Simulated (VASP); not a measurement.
**GaSb2: relaxation of cell and atoms with PBE**

GaSb2:

```xyz
3
Lattice="3.3334 0.0000 0.0000 -1.6667 2.8868 0.0000 0.0000 0.0000 8.4272" Properties=species:S:1:pos:R:3 pbc="T T T"
Ga    0.0000    0.0000    4.2136
Sb    0.0000    0.0000    7.0392
Sb    0.0000    0.0000    1.3880
```

The cell was built from a structure type or drawn by symmetry, and may not be a known phase.

| Item | Value |
| --- | --- |
| Program | VASP 6.6.1 |
| Task | relaxation of cell and atoms |
| Functional | PBE |
| Potentials or basis | VASP PAW PBE potentials, release 64 (Ga_d, Sb) |
| Cutoff | 600 eV |
| k mesh | 6 × 6 × 2 |
| Occupations | gaussian, width 0.1 eV |
| Spin | no spin polarisation |
| Dipole correction | no |
| Further INCAR settings | ALGO = Normal; EDIFF = 1e-06; IBRION = 2; EDIFFG = -0.04; NSW = 90; ISIF = 3 |

| Quantity | Value |
| --- | --- |
| Relaxed volume | 27.52 Å³/atom |
| Relaxed cell | a = 3.235 Å, b = 3.235 Å, c = 9.106 Å, α = 90.00°, β = 90.00°, γ = 120.00° |
| Space group after relaxing (to 0.1 Å) | P6/mmm (No. 191) |
| Energy gained by relaxing | 95.3 meV/atom |
| Ionic steps | 16 |
| Pressure after relaxing | 0.0 GPa |
| Band gap on the k mesh | zero (an odd number of electrons rules out a gap without spin polarisation) |

Step by step:
| step | energy change (eV) | largest force (eV/Å) | pressure (GPa) | volume (Å³) |
| --- | --- | --- | --- | --- |
| 1 | 0.0000 | 1.3688 | 0.23 | 81.10 |
| 2 | -0.1786 | 0.5388 | -0.27 | 81.09 |
| 3 | -0.2670 | 0.1804 | -0.70 | 81.20 |
| 4 | -0.2670 | 0.1625 | -0.68 | 81.20 |
| 5 | -0.2722 | 0.1237 | 0.07 | 79.97 |
| 6 | -0.2723 | 0.1166 | 0.19 | 79.79 |
| 7 | -0.2739 | 0.0929 | 0.26 | 79.91 |
| 8 | -0.2767 | 0.0054 | 0.47 | 80.26 |
| 9 | -0.2773 | 0.0060 | 0.45 | 80.35 |
| 10 | -0.2790 | 0.0116 | 0.45 | 80.63 |
| 11 | -0.2818 | 0.0307 | 0.40 | 81.18 |
| 12 | -0.2847 | 0.0720 | 0.21 | 82.28 |
| 13 | -0.2848 | 0.0909 | 0.13 | 82.61 |
| 14 | -0.2848 | 0.0846 | 0.15 | 82.50 |
| 15 | -0.2856 | 0.0328 | 0.07 | 82.53 |
| 16 | -0.2858 | 0.0016 | 0.02 | 82.56 |

Final structure:
```cif
data_structure
_symmetry_space_group_name_H-M 'P 1'
_symmetry_Int_Tables_number 1
_cell_length_a 3.2355
_cell_length_b 3.2355
_cell_length_c 9.1061
_cell_angle_alpha 90.000
_cell_angle_beta 90.000
_cell_angle_gamma 120.000
_cell_volume 82.56
loop_
_atom_site_label
_atom_site_type_symbol
_atom_site_fract_x
_atom_site_fract_y
_atom_site_fract_z
_atom_site_occupancy
Ga1 Ga 0.00000 0.00000 0.50000 1
Sb1 Sb 0.00000 0.00000 0.83881 1
Sb2 Sb 0.00000 0.00000 0.16119 1
```

Levels at points of the mesh, in eV from the Fermi level:
```tsv
k point	band 9	band 10	band 11	band 12	band 13	band 14
(0.00, 0.00, 0.00)	-3.60	-2.34	4.67	4.82	4.82	6.19
(0.50, 0.00, 0.00)	-4.38	-4.35	-1.59	-0.41	0.85	1.64
(0.00, 0.00, 0.50)	-5.28	0.63	1.57	4.87	4.87	6.07
(0.50, 0.00, 0.50)	-4.48	-3.59	-2.36	-1.33	1.69	2.79
```

It took 6.9 min on 1 thread of Intel Xeon 8259CL, with other jobs on the host, peak memory 0.24 GiB.

Caveat: the k points lie up to 0.37 Å⁻¹ apart in the final cell, too coarse for converged energies and pressures of a metal; spin-orbit coupling is left out, which moves the levels of the heavy elements.
